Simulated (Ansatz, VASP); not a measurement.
# Two plane-wave programs on AgAuC4N4

The input INCAR:

```
SYSTEM = AgAuC4N4
  PREC = Accurate
  ENCUT = 520
  EDIFF = 1E-7
  ISMEAR = 0
  SIGMA = 0.1
  LREAL = .False.
  LASPH = .True.
  NELM = 150
  ALGO = Normal
  ISIF = 2
  LWAVE = .False.
  LCHARG = .False.
  ISPIN = 2
  MAGMOM = 1 0 0 0 0 1 0 0 0 0
  LORBIT = 11
  LMAXMIX = 4
  GGA = PE
  NBANDS = 44
```

The input KPOINTS:

```
Automatic mesh
0
Gamma
  4 4 4
  0 0 0
```

File POSCAR:

```
AgAuC4N4
1.0
    6.0125257000      0.0000000000      0.0000000000
    0.0000000000      6.0125257000      0.0000000000
    0.0000000000      0.0000000000      6.0125257000
Ag C Au N
1 4 1 4
Direct
    0.5000000000      0.5000000000      0.5000000000
    0.1840791200      0.1840791200      0.1840791200
    0.1840791200      0.8159208800      0.8159208800
    0.8159208800      0.1840791200      0.8159208800
    0.8159208800      0.8159208800      0.1840791200
    0.0000000000      0.0000000000      0.0000000000
    0.2964278900      0.2964278900      0.2964278900
    0.2964278900      0.7035721100      0.7035721100
    0.7035721100      0.2964278900      0.7035721100
    0.7035721100      0.7035721100      0.2964278900
```

Input for Ansatz:

```yaml
crystal:
  lattice:
    - [6.0125257, 0.0, 0.0]
    - [0.0, 6.0125257, 0.0]
    - [0.0, 0.0, 6.0125257]
  atoms:
    - { symbol: Ag, position: [0.5, 0.5, 0.5], spin: 1.0 }
    - { symbol: C, position: [0.18407912, 0.18407912, 0.18407912] }
    - { symbol: C, position: [0.18407912, 0.81592088, 0.81592088] }
    - { symbol: C, position: [0.81592088, 0.18407912, 0.81592088] }
    - { symbol: C, position: [0.81592088, 0.81592088, 0.18407912] }
    - { symbol: Au, position: [0.0, 0.0, 0.0], spin: 1.0 }
    - { symbol: "N", position: [0.29642789, 0.29642789, 0.29642789] }
    - { symbol: "N", position: [0.29642789, 0.70357211, 0.70357211] }
    - { symbol: "N", position: [0.70357211, 0.29642789, 0.70357211] }
    - { symbol: "N", position: [0.70357211, 0.70357211, 0.29642789] }
basis:
  ecutwfc: 420
kpoints:
  mp_grid: { grid: [4, 4, 4] }
hamiltonian:
  xc: pbe
scf:
  occupations: { method: gaussian, width: 0.1 }
  lower_state_search: "off"
output:
  forces: true
  stress: true
  eigenvalues: true
  populations: true
magnetization:
  spin_polarized: true
```

Alike in both runs: task single point; functional PBE; k mesh 4 × 4 × 4; occupations gaussian, width 0.1 eV; collinear spin.

|  | VASP | Ansatz |
| --- | --- | --- |
| version | VASP 6.6.1 | Ansatz 0.2.0 |
| potentials or method | VASP PAW PBE potentials, release 64 (Ag, C, Au, N), cutoff 520 eV | scalar-relativistic, plane waves, PAW |
| valence electrons in the cell | 58 | 74 |

VASP gave:

- gap on the k mesh at the Fermi level (eV): none
- pressure (GPa): 6.8
- rms of the force components (eV/Å): 0.716
- net moment per atom (μB): 0.00

Problem. Estimate Ansatz's values.

Solution. gap on the k mesh at the Fermi level (eV): none; pressure (GPa): 6.6; rms of the force components (eV/Å): 0.834; net moment per atom (μB): 0.00.

Atom by atom the forces differ by 0.199 eV/Å (rms over components). A gap of «none» marks a metal or a gap that the smearing closes. The functional is the same, so the differences come from potentials, cutoffs and numerics. VASP's potentials hold 58 valence electrons a cell and Ansatz's 74, so a difference there can come from the potentials and not from the codes. Ansatz's warnings: seeded moment not kept.

Neither program's run includes spin-orbit coupling. Noted on VASP's run: the standard files for N, O and F lose accuracy on very short bonds.
